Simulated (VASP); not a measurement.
A run of VASP 6.6.1 is set up as follows.

The input INCAR:

```
ALGO = Normal
EDIFF = 1E-6
ENCUT = 520
GGA = CA
ISIF = 2
ISMEAR = 0
LASPH = T
LCHARG = T
LELF = T
LREAL = F
LVHAR = T
LWAVE = F
NBANDS = 35
NELM = 80
PREC = Accurate
SIGMA = 0.05
```

Contents of KPOINTS:

```
k-points
0
Gamma
  6 6 8
```

The input POSCAR:

```
SnO2
1.0
    4.6504524040      0.0000000000      0.0000000000
    0.0000000000      4.6533827826      0.0000000000
    0.0000000000      0.0000000000      3.2857199819
Sn O
2 4
Direct
    0.5000000000      0.5000000000      0.5000000000
    0.0000000000      0.0000000000      0.0000000000
    0.3055669685      0.3065721192      0.0000000000
    0.8055669685      0.1934278808      0.5000000000
    0.1944330315      0.8065721192      0.5000000000
    0.6944330315      0.6934278808      0.0000000000
```

Potentials or basis: VASP PAW LDA potentials, release 64 (Sn_d, O).

Launch:

```bash
$ cat potpaw_LDA.64/Sn_d/POTCAR potpaw_LDA.64/O/POTCAR > POTCAR
$ mpirun -np 1 vasp_std > vasp.out
```

Problem. Estimate the largest force.

Solution. 0.172 eV/Å.

Problem. What does it give for the pressure?

Solution. -0.3 GPa.

Problem. What does it give for the band gap on the k mesh?

Solution. 1.08 eV.

Stress tensor (GPa, compression positive):
```
 2.89  0.00  0.00
 0.00  2.88  0.00
 0.00  0.00 -6.54
```

Caveat: the cell differs from its parent crystal (strain -0.015 along x and y, +0.030 along z); spin-orbit coupling is left out, which moves the levels of the heavy elements.
